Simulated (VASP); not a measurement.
TaCo, 4 atoms in the cell. Symmetry: Pm-3m, No. 221, cubic system. The conventional cell has a = 3.068 Å, b = 3.068 Å, c = 3.068 Å, α = 90.00°, β = 90.00°, γ = 90.00°. Ta (site symmetry m-3m) has 8 Co at 2.66 Å and 6 Ta at 3.07 Å within 3.5 Å. Co (site symmetry m-3m) has 8 Ta at 2.66 Å and 6 Co at 3.07 Å within 3.5 Å. 

```yaml
Program: VASP 6.6.1
Task: single point
Functional: LDA
Potentials_or_basis: VASP PAW LDA potentials, release 64 (Ta_pv, Co)
Cutoff: 520 eV
k_mesh: 9 × 9 × 5
Occupations: gaussian, width 0.02 eV
Spin: collinear spin, antiferromagnetic start
Starting_moments: "[0.0, 0.0, 2.5, -2.5] μB"
Dipole_correction: no
Further_INCAR_settings: ALGO = Normal; EDIFF = 1e-07; NBANDS = 32
```

Potentials or basis: VASP PAW LDA potentials, release 64 (Ta_pv, Co).

The run is started by

```bash
$ cat potpaw_LDA.64/Ta_pv/POTCAR potpaw_LDA.64/Co/POTCAR > POTCAR
$ mpirun -np 1 vasp_std > vasp.out
```

Hardware: 1 thread of Intel(R) Xeon(R) 6975P-C (Granite Rapids) (shared host).

Task: Estimate the wall time of this run.

Result: Run time: 89 s on 1 thread of Intel(R) Xeon(R) 6975P-C (Granite Rapids), with other jobs on the host, peak memory 0.24 GiB. Counts: scf iterations 25, k points 45.
